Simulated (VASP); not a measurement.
# HRh6 in VASP: further runs, part 2 of 2

VASP 6.6.1. The steps go on from the part before.

## (4) Single point, PBE

The input, INCAR:

```
SYSTEM = HRh6
  ALGO = Normal
  DIPOL = 0.5 0.5 0.297
  EDIFF = 1E-6
  ENCUT = 520
  GGA = PE
  IDIPOL = 3
  ISIF = 2
  ISMEAR = 0
  LASPH = .True.
  LCHARG = .True.
  LDIPOL = .True.
  LELF = .True.
  LREAL = .False.
  LVACPOTAV = .True.
  LVHAR = .True.
  LWAVE = .False.
  NBANDS = 104
  NELM = 80
  PREC = Accurate
  SIGMA = 0.1
```

The input, KPOINTS:

```
k-points
0
Gamma
  6 6 1
  0 0 0
```

The input, POSCAR:

```
HRh6
1.0
    5.4165863251      0.0000000000      0.0000000000
   -2.7082931626      4.6909013593      0.0000000000
    0.0000000000      0.0000000000     22.2966119230
Rh H
12 2
Direct
    0.3333333333      0.1666666667      0.1793994538
    0.3333333333      0.6666666667      0.1793994538
    0.8333333333      0.1666666667      0.1793994538
    0.8333333333      0.6666666667      0.1793994538
    0.1666666667      0.3333333333      0.2757769167
    0.1666666667      0.8333333333      0.2757769167
    0.6666666667      0.3333333333      0.2757769167
    0.6666666667      0.8333333333      0.2757769167
    0.0000000000      0.0000000000      0.3721019118
    0.0000000000      0.5000000000      0.3721019118
    0.5000000000      0.0000000000      0.3721019118
    0.5000000000      0.5000000000      0.3721019118
    0.2153584700      0.4307169401      0.4209882629
    0.2846415300      0.5692830599      0.4209882629
```

Potentials or basis: VASP PAW PBE potentials, release 64 (Rh_pv, H).

On the command line:

```
cat potpaw_PBE.64/Rh_pv/POTCAR potpaw_PBE.64/H/POTCAR > POTCAR
mpirun -np 1 vasp_std > vasp.out
```

OUTCAR:

```text
SYSTEM = HRh6
   EDIFF = 1E-6
   ENCUT = 520
   GGA = PE
   ISIF = 2
   ISMEAR = 0
   LASPH = .True.
   LREAL = .False.
   NELM = 80
   PREC = Accurate

 ion  position               nearest neighbor table
   1  0.333  0.167  0.179-   5 2.66   7 2.66   6 2.66   4 2.71   4 2.71   3 2.71   3 2.71   2 2.71
                             2 2.71
   2  0.333  0.667  0.179-   6 2.66   8 2.66   5 2.66   3 2.71   3 2.71   4 2.71   4 2.71   1 2.71
                             1 2.71
   3  0.833  0.167  0.179-   7 2.66   5 2.66   8 2.66   2 2.71   2 2.71   1 2.71   1 2.71   4 2.71
                             4 2.71
   4  0.833  0.667  0.179-   8 2.66   6 2.66   7 2.66   1 2.71   1 2.71   2 2.71   2 2.71   3 2.71
                             3 2.71
   5  0.167  0.333  0.276-  12 2.66   9 2.66  10 2.66   1 2.66   3 2.66   2 2.66   8 2.71   8 2.71
                             7 2.71   7 2.71   6 2.71   6 2.71
   6  0.167  0.833  0.276-  11 2.66  10 2.66   9 2.66   2 2.66   4 2.66   1 2.66   7 2.71   7 2.71
                             8 2.71   8 2.71   5 2.71   5 2.71
   7  0.667  0.333  0.276-  10 2.66  11 2.66  12 2.66   3 2.66   1 2.66   4 2.66   6 2.71   6 2.71
                             5 2.71   5 2.71   8 2.71   8 2.71
   8  0.667  0.833  0.276-   9 2.66  12 2.66  11 2.66   4 2.66   2 2.66   3 2.66   5 2.71   5 2.71
                             6 2.71   6 2.71   7 2.71   7 2.71
   9  0.000  0.000  0.372-   8 2.66   5 2.66   6 2.66  12 2.71  12 2.71  11 2.71  11 2.71  10 2.71
                            10 2.71
  10  0.000  0.500  0.372-  13 1.77  14 1.77   7 2.66   6 2.66   5 2.66  11 2.71  11 2.71  12 2.71
                            12 2.71   9 2.71   9 2.71
  11  0.500  0.000  0.372-   6 2.66   7 2.66   8 2.66  10 2.71  10 2.71   9 2.71   9 2.71  12 2.71
                            12 2.71
  12  0.500  0.500  0.372-  14 1.77  13 1.77   5 2.66   8 2.66   7 2.66   9 2.71   9 2.71  10 2.71
                            10 2.71  11 2.71  11 2.71
  13  0.215  0.431  0.421-  14 0.65  10 1.77  12 1.77
  14  0.285  0.569  0.421-  13 0.65  12 1.77  10 1.77

  LATTYP: Found a hexagonal cell.
 ALAT       =     5.4165863251
 C/A-ratio  =     4.1163586408

  Lattice vectors:

[... 187 lines left out ...]
  ---------------------------------------------------
  ext. energy  EPLUGINS =         0.00000000
  ---------------------------------------------------
  free energy    TOTEN  =       -86.32193126 eV

  energy without entropy =      -86.21983219  energy(sigma->0) =      -86.27088172

 E-fermi :   0.1392     XC(G=0):  -5.0083

 val. band max:        0.1311533841   @ k =   0.0000   0.1667   0.0000
 cond. band min:       0.1412714047   @ k =   0.3333   0.3333   0.0000
 fundamental gap:      0.0101180206
 Fermi energy:         0.1391624908

 k-point     1 :       0.0000    0.0000    0.0000
  band No.  band energies     occupation
      1     -46.9612      2.00000
      2     -46.9515      2.00000
      3     -46.9458      2.00000
      4     -46.8854      2.00000
      5     -46.8383      2.00000
      6     -46.7881      2.00000
[... 1367 lines left out ...]
    102       0.7504      0.00000
    103       2.0991      0.00000
 [bands above 103 left out]

------------------------ aborting loop because EDIFF is reached ----------------------------------------

  FORCE on cell =-STRESS in cart. coord.  units (eV):
  Direction    XX          YY          ZZ          XY          YZ          ZX
  --------------------------------------------------------------------------------------
  -------------------------------------------------------------------------------------
  Total       -1.4679228      3.0076580      4.4285145     -0.0000000     -0.0763355      0.0000000
  in kB       -4.1513845      8.5058592     12.5241369     -0.0000000     -0.2158818      0.0000000
  external PRESSURE =       5.6262039 kB  Pullay stress =       0.0000000 kB

 VOLUME and BASIS-vectors are now :
 -----------------------------------------------------------------------------
  energy-cutoff  :      520.00
  volume of cell :      566.53
      direct lattice vectors                 reciprocal lattice vectors
     5.416586325  0.000000000  0.000000000     0.184618123  0.106589323  0.000000000
    -2.708293163  4.690901359  0.000000000     0.000000000  0.213178646  0.000000000
     0.000000000  0.000000000 22.296611923     0.000000000  0.000000000  0.044849863

 POSITION                                       TOTAL-FORCE (eV/Angst)
 -----------------------------------------------------------------------------------
      1.35415      0.78182      4.00000        -0.088711      0.015502     -0.102201
     -0.00000      3.12727      4.00000         0.000000     -0.040305     -0.065145
      4.06244      0.78182      4.00000         0.088711      0.015502     -0.102201
      2.70829      3.12727      4.00000         0.000000     -0.007603      0.009737
      0.00000      1.56363      6.14889         0.000000     -0.093092     -0.334473
     -1.35415      3.90908      6.14889        -0.056335      0.068429     -0.193014
      2.70829      1.56363      6.14889        -0.000000      0.042533      0.196714
      1.35415      3.90908      6.14889         0.056335      0.068429     -0.193014
      0.00000      0.00000      8.29661         0.000000     -0.416558     -0.157869
     -1.35415      2.34545      8.29661        -1.455010     -0.088607     -0.486630
      2.70829      0.00000      8.29661        -0.000000      0.491077     -0.201631
      1.35415      2.34545      8.29661         1.455010     -0.088607     -0.486630
     -0.00000      2.02045      9.38661         0.000000     -9.020474      1.019128
      0.00000      2.67045      9.38661        -0.000000      9.053774      1.097229
 -----------------------------------------------------------------------------------
    total drift:                                0.000000      0.000052      0.000854

  FREE ENERGIE OF THE ION-ELECTRON SYSTEM (eV)
  ---------------------------------------------------
  free  energy   TOTEN  =       -86.3219312614 eV

  energy  without entropy=      -86.2198321876  energy(sigma->0) =      -86.27088172

 vacuum level on the upper side and lower side of the slab         4.780         5.167
```

stdout:

```text
POSCAR found type information on POSCAR RhH
 POSCAR found :  2 types and      14 ions
 scaLAPACK will be used
 LDA part: xc-table for (Slater+PW92), standard interpolation
 POSCAR, INCAR and KPOINTS ok, starting setup
 FFT: planning ... GRIDC
 FFT: planning ... GRID_SOFT
 FFT: planning ... GRID
 WAVECAR not read
 entering main loop
 -----------------------------------------------------------------------------
|                                                                             |
|           W    W    AA    RRRRR   N    N  II  N    N   GGGG   !!!           |
|           W    W   A  A   R    R  NN   N  II  NN   N  G    G  !!!           |
|           W    W  A    A  R    R  N N  N  II  N N  N  G       !!!           |
|           W WW W  AAAAAA  RRRRR   N  N N  II  N  N N  G  GGG   !            |
|           WW  WW  A    A  R   R   N   NN  II  N   NN  G    G                |
|           W    W  A    A  R    R  N    N  II  N    N   GGGG   !!!           |
|                                                                             |
|     Did not find any points to average over, which means that no vacuum     |
|     field-free region was found. Please increase the size of  your cell     |
|     in the dimension of the dipole correction to obtain accurate            |
|     workfunction values.                                                    |
|                                                                             |
 -----------------------------------------------------------------------------
```

Run time: 29 min. Hardware: 1 thread of Intel Xeon Platinum 8488C (Sapphire Rapids), shared host; peak memory 0.86 GiB.

What came out:

```yaml
Free_energy: -86.3219 eV
Largest_force: 9.120 eV/Å
Band_gap_on_the_k_mesh: zero (bands 91 and 92 overlap by 0.85 eV)
```

Forces in eV/Å, atoms in the order of the input:
```
Rh  -0.089  0.016 -0.102
Rh   0.000 -0.040 -0.065
Rh   0.089  0.016 -0.102
Rh   0.000 -0.008  0.010
Rh   0.000 -0.093 -0.334
Rh  -0.056  0.068 -0.193
Rh   0.000  0.043  0.197
Rh   0.056  0.068 -0.193
Rh   0.000 -0.417 -0.158
Rh  -1.455 -0.089 -0.487
Rh   0.000  0.491 -0.202
Rh   1.455 -0.089 -0.487
H    0.000 -9.020  1.019
H    0.000  9.054  1.097
```

## (5) Summary

```tsv
cell	gap on the mesh (eV)	largest force (eV/Å)
as given, atomic positions A	none	1.52
as given, atomic positions B	none	1.86
as given, atomic positions C	none	9.12
```

Alike in all rows: task single point; level PBE; potentials or basis VASP PAW PBE potentials, release 64 (Rh_pv, H); no spin polarisation; k mesh 6 × 6 × 1; cutoff (eV) 520; smearing gaussian 0.1 eV.

Absolute energies hang on the potentials; compare differences alone.

The gap in the log of VASP goes by the Fermi energy; the results here count the filled bands.